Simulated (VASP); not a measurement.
Crystal: BeTe6.

```xyz
7
Lattice="6.5670 0.0000 0.0000 0.0000 6.5670 0.0000 0.0000 0.0000 4.8015" Properties=species:S:1:pos:R:3 pbc="T T T"
Be    3.2835    3.2835    0.0000
Te    4.8646    4.8646    2.8761
Te    1.7024    1.7024    2.8761
Te    4.8646    1.7024    1.9254
Te    1.7024    4.8646    1.9254
Te    3.2835    0.0000    0.0000
Te    0.0000    3.2835    0.0000
```

| Item | Value |
| --- | --- |
| Program | VASP 6.6.1 |
| Task | relaxation of cell and atoms |
| Functional | PBE |
| Potentials or basis | VASP PAW PBE potentials, release 64 (Be, Te) |
| Cutoff | 600 eV |
| k mesh | 3 × 3 × 4 |
| Occupations | gaussian, width 0.2 eV |
| Spin | no spin polarisation |

At the start: pressure 1.9 GPa; volume 29.58 Å³/atom.

Where does the relaxation end?

Over 15 steps the energy falls by 433.1 meV/atom and the volume is 36.58 Å³/atom (+23.7 %); space group P-42m (No. 111, to 0.05 Å).

The path:
```csv
step,energy change (eV),largest force (eV/Å),pressure (GPa),volume (Å³)
1,0.0000,0.9438,1.88,207.06
2,-0.2812,1.1692,0.00,217.64
3,-0.8002,1.7807,-3.74,251.28
4,-0.8609,1.8479,-4.68,265.32
5,-0.9375,1.8377,-4.73,267.01
6,-1.1533,1.7844,-4.86,272.10
7,-1.5090,1.6232,-5.03,282.34
8,-1.8897,1.1926,-5.04,303.03
9,-2.3414,0.9743,-4.25,291.25
10,-2.9960,0.2240,-1.02,262.75
11,-3.0182,0.1688,0.22,255.50
12,-3.0199,0.1408,-0.07,257.07
13,-3.0215,0.1335,-0.06,256.97
14,-3.0258,0.1108,-0.04,256.67
15,-3.0316,0.0621,0.01,256.08
```

Final structure:
```
Be Te
1.0
     7.48486    0.00000    0.00000
     0.00000    7.48486    0.00000
     0.00000    0.00000    4.57104
Be Te
1 6
Direct
  0.50000 0.50000 0.00000
  0.68642 0.68642 0.67703
  0.31358 0.31358 0.67703
  0.68642 0.31358 0.32297
  0.31358 0.68642 0.32297
  0.50000 0.00000 0.00000
  0.00000 0.50000 0.00000
```

Caveat: the volume moved by over 15 % at a fixed basis, so the end points are rough; the relaxation stopped at a loose force limit of 0.08 eV/Å, so its end isn't a converged minimum.
